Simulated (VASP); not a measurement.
BeS:

```
CELL_PARAMETERS angstrom
0.00000 2.35738 2.49222
2.35738 0.00000 2.49222
2.35738 2.35738 0.00000
ATOMIC_POSITIONS crystal
Be 0.00000 0.00000 0.00000
S 0.25000 0.25000 0.25000
```

This cell differs from its parent crystal: epitaxial xy strain -3.2%.

Base run:

* Program: VASP 6.6.1
* Functional: HSE06
* Potentials or basis: VASP PAW PBE potentials, release 64 (Be, S)
* Cutoff: 520 eV
* k mesh: 6 × 6 × 6
* Occupations: gaussian, width 0.01 eV
* Spin: no spin polarisation

Its results: band gap on the k mesh 3.72 eV, indirect (least direct gap 6.74 eV); pressure 3.1 GPa.

Problem. The run is repeated on the same cell with these changes: functional from HSE06 to r2SCAN; k mesh from 6 × 6 × 6 to 10 × 10 × 10. What comes out?

Solution. Band gap on the k mesh 3.24 eV, indirect (least direct gap 6.12 eV); pressure 4.5 GPa.

Several settings changed at once, so the effect can't be laid on one alone.

Caveats: the PAW data sets were made with another functional, which shifts forces and pressure a little.

A k mesh can miss the band edges.
